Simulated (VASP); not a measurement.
Here is a VASP 6.6.1 calculation.

File INCAR:

```
PREC = Accurate
ENCUT = 520
EDIFF = 1E-7
ISMEAR = -1
SIGMA = 0.02
LREAL = False
LASPH = True
NELM = 60
ALGO = Normal
ISIF = 2
LWAVE = False
LCHARG = False
GGA = PE
NBANDS = 31
```

Contents of KPOINTS:

```
Automatic mesh
0
Gamma
  8 8 6
```

File POSCAR:

```
HfO2
1.0
    3.5766926651      0.0000000000      0.0000000000
    0.0000000000      3.5766926651      0.0000000000
    0.0000000000      0.0000000000      5.3062688950
Hf O
2 4
Direct
    0.5000000000      0.5000000000      0.5000000000
    0.0000000000      0.0000000000      0.0000000000
    0.0000000000      0.5000000000      0.6902503900
    0.5000000000      0.0000000000      0.8097496100
    0.5000000000      0.0000000000      0.3097496100
    0.0000000000      0.5000000000      0.1902503900
```

Potentials or basis: VASP PAW PBE potentials, release 64 (Hf_pv, O).

The run is started by

```console
$ cat potpaw_PBE.64/Hf_pv/POTCAR potpaw_PBE.64/O/POTCAR > POTCAR
$ mpirun -np 1 vasp_std > vasp.out
```

(1) Estimate the band gap on the k mesh.

(2) Predict the largest force.

(3) Predict the pressure.

Results:

(1) 4.72 eV, indirect (least direct gap 4.78 eV).

(2) 0.032 eV/Å.

(3) -0.1 GPa.

Caveat: the cell differs from its parent crystal (uniaxial z strain +2.0%); spin-orbit coupling is left out, which moves the levels of the heavy elements.
